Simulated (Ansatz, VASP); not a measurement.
**One calculation of BN, two programs**

```
CELL_PARAMETERS angstrom
2.50804 0.00000 0.00000
-1.24671 2.17623 0.00000
-0.63067 -1.08812 3.02254
ATOMIC_POSITIONS crystal
N 0.67171 0.32288 0.97790
B 0.98057 0.96724 0.99614
```

Change from the starting cell: atoms moved at random, drawn with an rms of 0.05 Å.

Alike in both runs: task single point; functional PBE; k mesh 13 × 13 × 9; occupations fermi-dirac, width 0.05 eV; no spin polarisation.

```csv
,VASP,Ansatz
version,VASP 6.6.1,Ansatz 0.2.0
potentials or method,"VASP PAW PBE potentials, release 64 (N, B), cutoff 520 eV","all-electron LAPW, scalar-relativistic"
```

```tsv
	VASP	Ansatz	Ansatz less VASP
gap on the k mesh at the Fermi level (eV)	2.93	2.94	+0.002
least direct gap on the mesh (eV)	4.49	4.49	-0.001
pressure (GPa)	5.8	5.7	-0.07
traceless stress, the component that is largest in VASP (GPa)	-9.43	-9.52	-0.089
rms of the force components (eV/Å)	1.904	1.909	+0.0046
```

Atom by atom the forces differ by 0.005 eV/Å (rms over components). Ansatz ran all-electron here, and VASP with PAW potentials.
